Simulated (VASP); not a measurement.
# Tl in VASP: further runs, part 2 of 2

VASP 6.6.1.

### 4 Single point, PBE (strained)

INCAR reads:

```
  PREC = Accurate
  ENCUT = 520
  EDIFF = 1E-6
  ISMEAR = 0
  SIGMA = 0.1
  LREAL = F
  LASPH = T
  NELM = 80
  ALGO = Fast
  ISIF = 2
  LWAVE = F
  LCHARG = F
  GGA = PE
  NBANDS = 12
```

KPOINTS reads:

```
Automatic mesh
0
Gamma
  14 14 14
```

POSCAR reads:

```
Tl
1.0
    0.0000000000      2.4764532321      2.4764532321
    2.4764532321      0.0000000000      2.4764532321
    2.4764532321      2.4764532321      0.0000000000
Tl
1
Direct
    0.0000000000      0.0000000000      0.0000000000
```

Potentials or basis: VASP PAW PBE potentials, release 64 (Tl_d).

Run with:

```console
$ cat potpaw_PBE.64/Tl_d/POTCAR > POTCAR
$ mpirun -np 1 vasp_std > vasp.out
```

OUTCAR:

```text
PREC = Accurate
   ENCUT = 520
   EDIFF = 1E-6
   ISMEAR = 0
   LREAL = F
   LASPH = T
   NELM = 80
   ISIF = 2
   GGA = PE

 ion  position               nearest neighbor table
   1  0.000  0.000  0.000-

  LATTYP: Found a face centered cubic cell.
 ALAT       =     4.9529064642

  Lattice vectors:

 A1 = (   0.0000000000,   2.4764532321,   2.4764532321)
 A2 = (   2.4764532321,   0.0000000000,   2.4764532321)
 A3 = (   2.4764532321,   2.4764532321,   0.0000000000)

Analysis of symmetry for initial positions (statically):
=====================================================================
 Subroutine PRICEL returns:
 Original cell was already a primitive cell.

 Routine SETGRP: Setting up the symmetry group for a
 face centered cubic supercell.

 Subroutine GETGRP returns: Found 48 space group operations
 (whereof 48 operations were pure point group operations)
 out of a pool of 48 trial point group operations.

The static configuration has the point symmetry O_h .

Analysis of symmetry for dynamics (positions and initial velocities):
=====================================================================
 Subroutine PRICEL returns:
 Original cell was already a primitive cell.

 Routine SETGRP: Setting up the symmetry group for a
 face centered cubic supercell.

 Subroutine GETGRP returns: Found 48 space group operations
 (whereof 48 operations were pure point group operations)
 out of a pool of 48 trial point group operations.

The dynamic configuration has the point symmetry O_h .

 Subroutine INISYM returns: Found 48 space group operations
 (whereof 48 operations are pure point group operations),
 and found     1 'primitive' translations

----------------------------------------------------------------------------------------

                                     Primitive cell

  volume of cell :      30.3753

  direct lattice vectors                    reciprocal lattice vectors
     0.000000000  2.476453232  2.476453232    -0.201901653  0.201901653  0.201901653
     2.476453232  0.000000000  2.476453232     0.201901653 -0.201901653  0.201901653
     2.476453232  2.476453232  0.000000000     0.201901653  0.201901653 -0.201901653

  length of vectors
     3.502233747  3.502233747  3.502233747     0.349703920  0.349703920  0.349703920

  position of ions in fractional coordinates (direct lattice)
     0.000000000  0.000000000  0.000000000

  ion indices of the primitive-cell ions
   primitive index   ion index
                 1           1

----------------------------------------------------------------------------------------

 KPOINTS: Automatic mesh

Automatic generation of k-mesh.
 Grid dimensions read from file:
 generate k-points for:   14   14   14

 Generating k-lattice:

  Cartesian coordinates                     Fractional coordinates (reciprocal lattice)
    -0.014421547  0.014421547  0.014421547     0.071428571  0.000000000  0.000000000
     0.014421547 -0.014421547  0.014421547     0.000000000  0.071428571  0.000000000
     0.014421547  0.014421547 -0.014421547     0.000000000  0.000000000  0.071428571

  Length of vectors
     0.024978851  0.024978851  0.024978851

  Shift w.r.t. Gamma in fractional coordinates (k-lattice)
     0.000000000  0.000000000  0.000000000

 Subroutine IBZKPT returns following result:
 ===========================================

 Found    104 irreducible k-points:

 Following reciprocal coordinates:
            Coordinates               Weight
  0.000000  0.000000  0.000000      1.000000
  0.071429  0.000000  0.000000      8.000000
  0.142857  0.000000  0.000000      8.000000
  0.214286  0.000000  0.000000      8.000000
  0.285714  0.000000  0.000000      8.000000
  0.357143  0.000000  0.000000      8.000000
[... 16 lines left out ...]
  0.214286  0.142857  0.000000     24.000000
  0.285714  0.142857  0.000000     24.000000
 [... further k-points ...]
   k-points           NKPTS =    104   k-points in BZ     NKDIM =    104   number of bands    NBANDS=     12
   number of dos      NEDOS =    301   number of ions     NIONS =      1
   total plane-waves  NPLWV =  21952
   dimension x,y,z NGX =    28 NGY =   28 NGZ =   28
   dimension x,y,z NGXF=    56 NGYF=   56 NGZF=   56
   ions per type =               1
   NGX,Y,Z   is equivalent  to a cutoff of  13.29, 13.29, 13.29 a.u.
   NGXF,Y,Z  is equivalent  to a cutoff of  26.58, 26.58, 26.58 a.u.
 SYSTEM =  unknown system
   PREC   = accura    normal or accurate (medium, high low for compatibility)
   ISTART =      0    job   : 0-new  1-cont  2-samecut
   ICHARG =      2    charge: 1-file 2-atom 10-const
   ISPIN  =      1    spin polarized calculation?
   LNONCOLLINEAR =      F non collinear calculations
   LSORBIT =      F    spin-orbit coupling
   LASPH  =      T    aspherical Exc in radial PAW
   ENCUT  =  520.0 eV  38.22 Ry    6.18 a.u.   6.51  6.51  6.51*2*pi/ulx,y,z
   NELM   =     80;   NELMIN=  2; NELMDL= -5     # of ELM steps
   EDIFF  = 0.1E-05   stopping-criterion for ELM
   LREAL  =      F    real-space projection
   EDIFFG = 0.1E-04   stopping-criterion for IOM
   NSW    =      0    number of steps for IOM
   IBRION =     -1    ionic relax: 0-MD 1-quasi-New 2-CG
   NFREE  =      0    steps in history (QN), initial steepest desc. (CG)
   ISIF   =      2    stress and relaxation
   ISYM   =      2    0-nonsym 1-usesym 2-fastsym
   POTIM  = 0.5000    time-step for ionic-motion
   TEBEG  =    0.0;   TEEND  =   0.0 temperature during run
   PSTRESS=    0.0 pullay stress
   NELECT =      13.0000    total number of electrons
   NUPDOWN=      -1.0000    fix difference up-down
   EMIN   =  10.00;   EMAX   =-10.00  energy-range for DOS
   EFERMI =   0.00;   METHOD = LEGACY
   ISMEAR =     0;   SIGMA  =   0.10  broadening in eV -4-tet -1-fermi 0-gaus
   EFERMI_NEDOS =   21; number of points for ismear=-14 and -15
   IALGO  =     68    algorithm
   IMIX   =      4    mixing-type and parameters
     AMIX     =   0.40;   BMIX     =  1.00
     AMIX_MAG =   1.60;   BMIX_MAG =  1.00
  volume/ion in A,a.u.               =      30.38       204.98
  Fermi-wavevector in a.u.,A,eV,Ry     =   1.233718  2.331389 20.708877  1.522060
  Thomas-Fermi vector in A             =   2.368437
   LORBIT       =      0    0 simple, 1 ext, 2 COOP (PROOUT), +10 PAW based schemes
   GGA     = PE    functional components
   LHFCALC =     F    Hartree Fock is set to
   AEXX    =    0.0000 exact exchange contribution
   IVDW    =     0    specifies the selected vdW correction
   LEPSILON=     F    determine dielectric tensor
   LRPA    =     F    only Hartree local field effects (RPA)
 non-spin polarized calculation
 RMM-DIIS sequential band-by-band and
 Gauss-broadening in eV      SIGMA  =   0.10
  energy-cutoff  :      520.00
  volume of cell :       30.38
 maximum number of plane-waves:       869
 NGX is ok and might be reduce to    28
   NGX = 13   NGY = 13   NGZ = 13

 number of electron      13.0000000 magnetization

 Free energy of the ion-electron system (eV)
  ---------------------------------------------------
  ext. energy  EPLUGINS =         0.00000000
  ---------------------------------------------------
  free energy    TOTEN  =        -2.20572023 eV

  energy without entropy =       -2.20239023  energy(sigma->0) =       -2.20405523

 E-fermi :   5.9399     XC(G=0):  -9.8926

 val. band max:        5.8883624527   @ k =  -0.2857   0.5000   0.2143
 cond. band min:       5.9620319959   @ k =  -0.4286   0.3571   0.1429
 fundamental gap:      0.0736695432
 Fermi energy:         5.9398631808

 k-point     1 :       0.0000    0.0000    0.0000
  band No.  band energies     occupation
      1      -5.5774      2.00000
      2      -5.5774      2.00000
      3      -5.5774      2.00000
      4      -5.3413      2.00000
      5      -5.3413      2.00000
      6      -3.6868      2.00000
      7      15.7304      0.00000
      8      15.7304      0.00000
      9      15.7304      0.00000
     10      16.8208      0.00000
     11      19.5670      0.00000
     12      20.4913      0.00000
[... 331 lines left out ...]
 k-point    24 :       0.2857    0.1429    0.0000
  band No.  band energies     occupation
      1      -5.6676      2.00000
      2      -5.4944      2.00000
      3      -5.4406      2.00000
      4      -5.3927      2.00000
      5      -5.2326      2.00000
      6      -2.1339      2.00000
      7       9.3860      0.00000
      8      12.8293      0.00000
      9      13.2723      0.00000
     10      15.8847      0.00000
     11      17.6594      0.00000
     12      21.7670      0.00000

 [... further k-points ...]
[... 5 lines left out ...]
  --------------------------------------------------------------------------------------
  -------------------------------------------------------------------------------------
  Total        0.1296032      0.1296032      0.1296032     -0.0000000      0.0000000      0.0000000
  in kB        6.8360610      6.8360610      6.8360610     -0.0000000      0.0000000      0.0000000
  external PRESSURE =       6.8360610 kB  Pullay stress =       0.0000000 kB

 VOLUME and BASIS-vectors are now :
 -----------------------------------------------------------------------------
  energy-cutoff  :      520.00
  volume of cell :       30.38
      direct lattice vectors                 reciprocal lattice vectors
     0.000000000  2.476453232  2.476453232    -0.201901653  0.201901653  0.201901653
     2.476453232  0.000000000  2.476453232     0.201901653 -0.201901653  0.201901653
     2.476453232  2.476453232  0.000000000     0.201901653  0.201901653 -0.201901653

 POSITION                                       TOTAL-FORCE (eV/Angst)
 -----------------------------------------------------------------------------------
      0.00000      0.00000      0.00000         0.000000     -0.000000     -0.000000
 -----------------------------------------------------------------------------------
    total drift:                               -0.000000     -0.000000     -0.000000

  FREE ENERGIE OF THE ION-ELECTRON SYSTEM (eV)
  ---------------------------------------------------
  free  energy   TOTEN  =        -2.2057202345 eV

  energy  without entropy=       -2.2023902252  energy(sigma->0) =       -2.20405523
```

Wall time 37 s (1 thread of Oxide Virtual Turin-like, shared host); peak memory 0.14 GiB.

What came out:

| Item | Value |
| --- | --- |
| Free energy | -2.2057 eV |
| Pressure | 0.7 GPa |

Caveat: the cell differs from its parent crystal (strained); spin-orbit coupling is left out, which moves the levels of the heavy elements.

### 5 Single point, PBE (the cell strained at random)

INCAR reads:

```
SYSTEM = Tl
PREC = Accurate ; ENCUT = 520
EDIFF = 1E-6 ; ISMEAR = 0
SIGMA = 0.1 ; LREAL = .FALSE.
LASPH = .TRUE. ; NELM = 100
ALGO = Fast ; ISIF = 2
LWAVE = .FALSE. ; LCHARG = .FALSE.
GGA = PE ; NBANDS = 12
```

KPOINTS reads:

```
regular mesh
0
G
  14 14 14
  0 0 0
```

POSCAR reads:

```
Tl
1.0
    0.0041681167      2.3966917566      2.4023150146
    2.4149426817      0.0072263798      2.3992567515
    2.4175323400      2.3962231517      0.0046367215
Tl
1
Direct
    0.0000000000      0.0000000000      0.0000000000
```

Run with:

```console
$ cat potpaw_PBE.64/Tl_d/POTCAR > POTCAR
$ mpirun -np 1 vasp_std > vasp.out
```

Run time: 7.4 min. Hardware: 1 thread of Oxide Virtual Turin-like, shared host; peak memory 0.49 GiB.

It converged, with:

```yaml
Free_energy: -2.1658 eV
Pressure: 4.3 GPa
```

Levels at points of the mesh, in eV from the Fermi level:
```csv
k point,band 3,band 4,band 5,band 6,band 7,band 8,band 9,band 10
"(0.00, 0.00, 0.00)",-11.61,-11.33,-11.31,-10.23,10.52,10.61,10.64,11.04
"(0.50, 0.00, 0.00)",-11.60,-11.06,-11.05,-5.27,-3.01,8.36,8.55,10.46
"(0.00, 0.50, 0.00)",-11.61,-11.06,-11.05,-5.25,-3.00,8.36,8.49,10.44
"(0.50, 0.50, 0.00)",-11.07,-10.99,-10.98,-3.47,-1.88,4.09,4.18,7.70
"(0.00, 0.00, 0.50)",-11.60,-11.06,-11.05,-5.27,-3.01,8.39,8.52,10.46
"(0.50, 0.00, 0.50)",-11.07,-10.99,-10.98,-3.43,-1.85,4.09,4.12,7.67
"(0.00, 0.50, 0.50)",-11.07,-10.99,-10.99,-3.56,-1.94,4.18,4.27,7.78
"(0.50, 0.50, 0.50)",-11.60,-11.06,-11.05,-5.31,-3.02,8.42,8.58,10.48
```

Caveat: the cell differs from its parent crystal (the cell strained at random); spin-orbit coupling is left out, which moves the levels of the heavy elements.

### 6 The runs side by side

```csv
level,potentials or basis,cell,gap on the mesh (eV),pressure (GPa)
LDA,"VASP PAW LDA potentials, release 64 (Tl_d)","a = 3.653 Å, angles 60.0°, 1 atom",none,-5.5
LDA,"VASP PAW LDA potentials, release 64 (Tl_d)","a = 3.488 Å, angles 60.0°, 1 atom",none,-3.3
PBE,"VASP PAW PBE potentials, release 64 (Tl_d)","a = 3.502 Å, angles 60.0°, 1 atom",none,0.7
PBE,"VASP PAW PBE potentials, release 64 (Tl_d)","a = 3.393, b = 3.404, c = 3.404 Å, angles 59.6, 60.1, 59.9°, 1 atom",none,4.3
```

Alike in all rows: task single point; no spin polarisation; k mesh 14 × 14 × 14; cutoff (eV) 520; smearing gaussian 0.1 eV.

Caveats: spin-orbit coupling is left out, which moves the levels of the heavy elements.

Absolute energies hang on the potentials; compare differences alone.
